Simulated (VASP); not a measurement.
# AlN: single point with PBE

AlN:

```xyz
2
Lattice="-0.6905 1.8989 1.8989 1.8989 -0.6905 1.8989 1.8989 1.8989 -0.6905" Properties=species:S:1:pos:R:3 pbc="T T T"
Al    0.0000    0.0000    0.0000
N     2.3305    2.3305    2.3305
```

This cell differs from its parent crystal: ratio of the length along [111] to the lengths across it x 0.6, volume and fractional coordinates fixed.

| Property | Result |
| --- | --- |
| Program | VASP 6.6.1 |
| Task | single point |
| Functional | PBE |
| Potentials or basis | VASP PAW PBE potentials, release 64 (Al, N) |
| Cutoff | 520 eV |
| k mesh | 10 × 10 × 10 |
| Occupations | gaussian, width 0.05 eV |
| Spin | no spin polarisation |
| Dipole correction | no |
| Further INCAR settings | ALGO = Normal; EDIFF = 1e-07; NBANDS = 11 |

```
Pressure               : 98.8 GPa
Largest force          : 30.240 eV/Å
Band gap on the k mesh : 1.14 eV, indirect (least direct gap 1.21 eV)
```

Forces on the atoms (eV/Å):
```
Al   17.459  17.459  17.459
N   -17.459 -17.459 -17.459
```

Stress tensor (GPa, compression positive):
```
 98.76 126.03 126.03
126.03  98.76 126.03
126.03 126.03  98.76
```

Levels at points of the mesh, in eV from the valence-band top:
| k point | band 1 | band 2 | band 3 | band 4 | band 5 | band 6 | band 7 | band 8 | band 9 |
| --- | --- | --- | --- | --- | --- | --- | --- | --- | --- |
| (0.00, 0.00, 0.00) | -15.95 | -1.44 | -1.44 | -0.74 | 1.60 | 8.85 | 8.85 | 16.87 | 16.87 |
| (0.50, 0.00, 0.00) | -14.32 | -7.21 | -0.78 | -0.09 | 5.56 | 7.02 | 10.83 | 14.13 | 14.77 |
| (0.50, 0.50, 0.00) | -13.18 | -5.12 | -4.77 | -0.07 | 1.14 | 9.77 | 11.17 | 12.11 | 17.01 |
| (0.50, 0.50, 0.50) | -12.37 | -3.64 | -3.37 | -3.37 | 4.57 | 5.58 | 5.58 | 7.19 | 17.25 |

It took 7.8 s on 1 thread of Intel(R) Xeon(R) 6975P-C (Granite Rapids), on a shared host, peak memory 0.15 GiB.

Caveat: forces of over 1 eV/Å act on the atoms, so gaps and moduli don't describe the material at rest. A k mesh can miss the band edges.
